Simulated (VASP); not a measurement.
Set up this calculation in VASP 6.6.1, as the native input.

* Task: single point
* Functional: r2SCAN
* Potentials or basis: VASP PAW PBE potentials, release 64 (Al)
* Cutoff: 520 eV
* k mesh: 18 × 18 × 10
* Occupations: gaussian, width 0.1 eV
* Spin: no spin polarisation
* Dipole correction: no
* Further INCAR settings: ALGO = Normal; EDIFF = 1e-06; NBANDS = 10

Crystal: Al.

```
CELL_PARAMETERS angstrom
2.80809 0.00000 0.00000
-1.40404 2.43187 0.00000
0.00000 0.00000 4.68908
ATOMIC_POSITIONS crystal
Al 0.66667 0.33333 0.75000
Al 0.33333 0.66667 0.25000
```

This isn't the form of Al at room conditions, which is fcc.

One way to write it, as run:

POSCAR

```
Al
1.0
    2.8080864046      0.0000000000      0.0000000000
   -1.4040432023      2.4318741624      0.0000000000
    0.0000000000      0.0000000000      4.6890805712
Al
2
Direct
    0.6666666667      0.3333333333      0.7500000000
    0.3333333333      0.6666666667      0.2500000000
```

INCAR.step1

```
ALGO = Normal ; EDIFF = 1E-4
ENCUT = 520 ; GGA = PE
ISMEAR = 0 ; LASPH = T
LCHARG = F ; LREAL = F
LWAVE = T ; NBANDS = 10
NELM = 60 ; PREC = Accurate
SIGMA = 0.1
```

INCAR.step2

```
ALGO = Normal ; EDIFF = 1E-6
ENCUT = 520 ; ISIF = 2
ISMEAR = 0 ; ISTART = 1
LASPH = T ; LCHARG = F
LMIXTAU = T ; LREAL = F
LWAVE = F ; METAGGA = R2SCAN
NBANDS = 10 ; NELM = 60
PREC = Accurate ; SIGMA = 0.1
```

KPOINTS

```
k-points
0
Gamma
  18 18 10
```

Potentials or basis: VASP PAW PBE potentials, release 64 (Al).

The run is started by

```bash
$ cat potpaw_PBE.64/Al/POTCAR > POTCAR
$ cp INCAR.step1 INCAR
$ mpirun -np 1 vasp_std > vasp.out
$ cp INCAR.step2 INCAR
$ mpirun -np 1 vasp_std > vasp.out
```

Results of the run:

- Pressure: -0.3 GPa
- Band gap on the k mesh: zero (bands 3 and 4 overlap by 7.57 eV)

Caveat: the PAW data sets were made with another functional, which shifts forces and pressure a little.

Run time: 78 s on 1 thread of Intel(R) Xeon(R) 6975P-C (Granite Rapids), on a shared host, peak memory 0.19 GiB.
